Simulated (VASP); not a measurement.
Write the native input for VASP 6.6.1 that does the following.

* Task: single point
* Functional: LDA
* Potentials or basis: VASP PAW LDA potentials, release 64 (Ba_sv, Zr_sv, O_h)
* Cutoff: 910 eV
* k mesh: 6 × 6 × 6
* Occupations: gaussian, width 0.05 eV
* Spin: no spin polarisation
* Dipole correction: no
* Further INCAR settings: ALGO = Normal; EDIFF = 1e-06; NBANDS = 28

The structure of BaZrO3 lies in POSCAR:

```
BaZrO3
1.0
    4.0333992921      0.0000000000      0.0000000000
    0.0000000000      4.1474542849      0.0000000000
    0.0000000000      0.0000000000      4.1474542849
Ba Zr O
1 1 3
Direct
    0.5000000000      0.5000000000      0.5000000000
    0.0000000000      0.0000000000      0.0000000000
    0.5000000000      0.0000000000      0.0000000000
    0.0000000000      0.5000000000      0.0000000000
    0.0000000000      0.0000000000      0.5000000000
```

This cell differs from its parent crystal: normal strain along x -0.0275, normal strain along y +0.0000.

One way to write it, as run:

INCAR

```
SYSTEM = BaZrO3
PREC = Accurate
ENCUT = 910
EDIFF = 1E-6
ISMEAR = 0
SIGMA = 0.05
LREAL = .False.
LASPH = .True.
NELM = 120
ALGO = Normal
ISIF = 2
LWAVE = .False.
LCHARG = .True.
GGA = CA
LELF = .True.
LVHAR = .True.
NBANDS = 28
GGA_COMPAT = .False.
```

KPOINTS

```
regular mesh
0
Gamma
  6 6 6
  0 0 0
```

Potentials or basis: VASP PAW LDA potentials, release 64 (Ba_sv, Zr_sv, O_h).

Command:

```bash
$ cat potpaw_LDA.64/Ba_sv/POTCAR potpaw_LDA.64/Zr_sv/POTCAR potpaw_LDA.64/O_h/POTCAR > POTCAR
$ mpirun -np 1 vasp_std > vasp.out
```

It gave:

| Quantity | Value |
| --- | --- |
| Pressure | 6.7 GPa |
| Band gap on the k mesh | 3.08 eV (least direct gap 3.16 eV) |

Caveat: the cell differs from its parent crystal (normal strain along x -0.0275, normal strain along y +0.0000); the cutoff is under 1.25 times the usual one of these potentials, so pressure, stress and relaxed cells hold a basis-set (Pulay) error; the cell stands under pressure; spin-orbit coupling is left out, which moves the levels of the heavy elements.

Wall time 88 s on 1 thread of Intel(R) Xeon(R) 6975P-C (Granite Rapids) (shared host), peak memory 0.32 GiB.
